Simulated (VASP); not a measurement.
Set up this calculation in VASP 6.6.1, as the native input.

```
Task                   : single point
Functional             : PBE
Potentials or basis    : VASP PAW PBE potentials, release 64 (Cu, Au)
Cutoff                 : 520 eV
k mesh                 : 10 × 10 × 8
Occupations            : fermi-dirac, width 0.05 eV
Spin                   : no spin polarisation
Dipole correction      : no
Further INCAR settings : ALGO = Normal; EDIFF = 1e-07; NBANDS = 18
```

The structure of CuAu lies in POSCAR:

```
CuAu
1.0
    2.8000000000      0.0000000000      0.0000000000
    0.0000000000      2.8000000000      0.0000000000
    0.0000000000      0.0000000000      3.6700000000
Cu Au
1 1
Direct
    0.5000000000      0.5000000000      0.5000000000
    0.0000000000      0.0000000000      0.0000000000
```

The input as run:

INCAR

```
PREC     = Accurate       # precision mode
ENCUT    = 520            # plane-wave cutoff, eV
EDIFF    = 1E-7           # SCF threshold, eV
ISMEAR   = -1             # smearing method
SIGMA    = 0.05           # smearing width, eV
LREAL    = F              # projectors in reciprocal space
LASPH    = T              # aspherical terms in the spheres
NELM     = 60             # most SCF steps
ALGO     = Normal         # electronic algorithm
ISIF     = 2              # what is computed and relaxed
LWAVE    = F              # write WAVECAR
LCHARG   = F              # write CHGCAR
GGA      = PE             # functional
NBANDS   = 18             # bands
```

KPOINTS

```
Automatic mesh
0
Gamma
  10 10 8
```

Potentials or basis: VASP PAW PBE potentials, release 64 (Cu, Au).

The run is started by

```sh
$ cat potpaw_PBE.64/Cu/POTCAR potpaw_PBE.64/Au/POTCAR > POTCAR
$ mpirun -np 1 vasp_std > vasp.out
```

It gave:

```
Pressure               : 6.7 GPa
Band gap on the k mesh : zero (band 11 reaches 14.33 eV, above the bottom of band 12 at 6.90 eV)
```

Caveat: spin-orbit coupling is left out, which moves the levels of the heavy elements.

Wall time 46 s on 1 thread of Intel(R) Xeon(R) Platinum 8259CL CPU @ 2.50GHz (Skylake/Cascade Lake) (shared host), peak memory 0.19 GiB.
